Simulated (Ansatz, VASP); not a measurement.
**CdS in VASP and in Ansatz**

INCAR

```
SYSTEM = CdS
  PREC = Accurate
  ENCUT = 520
  EDIFF = 1E-7
  ISMEAR = 0
  SIGMA = 0.05
  LREAL = .False.
  LASPH = .True.
  NELM = 60
  ALGO = Normal
  ISIF = 2
  LWAVE = .False.
  LCHARG = .True.
  GGA = PS
  LELF = .True.
  LVHAR = .True.
  NBANDS = 16
```

File KPOINTS:

```
regular mesh
0
Gamma
  12 12 12
  0 0 0
```

Contents of POSCAR:

```
CdS
1.0
    0.0306986706      2.8574818178      2.7430569972
    2.6500799473      0.1047334018      2.6690222660
    2.7628252891      2.8961924285     -0.0080119400
Cd S
1 1
Direct
   -0.0421466459     -0.0485136806      0.0436648550
    0.5421466459      0.5485136806      0.4563351450
```

Input for Ansatz:

```yaml
crystal:
  lattice:
    - [0.0306986706, 2.8574818178, 2.7430569972]
    - [2.6500799473, 0.1047334018, 2.669022266]
    - [2.7628252891, 2.8961924285, -0.00801194]
  atoms:
    - { symbol: Cd, position: [-0.0421466459, -0.0485136806, 0.043664855] }
    - { symbol: S, position: [0.5421466459, 0.5485136806, 0.456335145] }
basis:
  ecutwfc: 420
kpoints:
  mp_grid: { grid: [12, 12, 12] }
hamiltonian:
  xc: pbesol
scf:
  occupations: { method: gaussian, width: 0.05 }
output:
  forces: true
  stress: true
  eigenvalues: true
  populations: true
```

Change from the starting cell: all atoms moved at random, cell strained at random.

Alike in both runs: task single point; functional PBEsol; k mesh 12 × 12 × 12; occupations gaussian, width 0.05 eV; no spin polarisation.

```csv
,VASP,Ansatz
version,VASP 6.6.1,Ansatz 0.2.0
potentials or method,"VASP PAW PBE potentials, release 64 (Cd, S), cutoff 520 eV","scalar-relativistic, plane waves, PAW"
valence electrons in the cell,18,26
```

```csv
,VASP,Ansatz,Ansatz less VASP
gap on the k mesh at the Fermi level (eV),0.36,0.38,+0.016
least direct gap on the mesh (eV),1.03,1.04,+0.013
pressure (GPa),6.4,5.7,-0.65
"traceless stress, the component that is largest in VASP (GPa)",20.22,19.66,-0.561
rms of the force components (eV/Å),1.804,1.745,-0.0588
```

VASP's potentials were made for PBE, not for PBEsol. Atom by atom the forces differ by 0.059 eV/Å (rms over components). VASP's potentials hold 18 valence electrons a cell and Ansatz's 26, so a difference there can come from the potentials and not from the codes.
